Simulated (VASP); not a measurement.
Input of a VASP 6.6.1 run:

Contents of INCAR:

```
PREC = Accurate
ENCUT = 520
EDIFF = 1E-7
ISMEAR = 0
SIGMA = 0.2
LREAL = False
LASPH = True
NELM = 60
ALGO = Normal
ISIF = 2
LWAVE = False
LCHARG = True
GGA = PE
LELF = True
LVHAR = True
NBANDS = 38
```

KPOINTS

```
Automatic mesh
0
Gamma
  5 5 5
```

The input POSCAR:

```
Zr4Ag
1.0
   -2.7100230325      2.7100230325      4.1907914455
    2.7100230325     -2.7100230325      4.1907914455
    2.7100230325      2.7100230325     -4.1907914455
Zr Ag
4 1
Direct
    0.6784341974      0.6784341974      0.0000000000
    0.5000000000      0.0000000000      0.5000000000
    0.0000000000      0.5000000000      0.5000000000
    0.3215658026      0.3215658026      0.0000000000
    0.0000000000      0.0000000000      0.0000000000
```

Potentials or basis: VASP PAW PBE potentials, release 64 (Zr_sv, Ag).

Command:

```console
$ cat potpaw_PBE.64/Zr_sv/POTCAR potpaw_PBE.64/Ag/POTCAR > POTCAR
$ mpirun -np 1 vasp_std > vasp.out
```

(1) Predict the band gap on the k mesh.

(2) Predict the pressure.

Results:

(1) zero (an odd number of electrons rules out a gap without spin polarisation).

(2) 0.1 GPa.
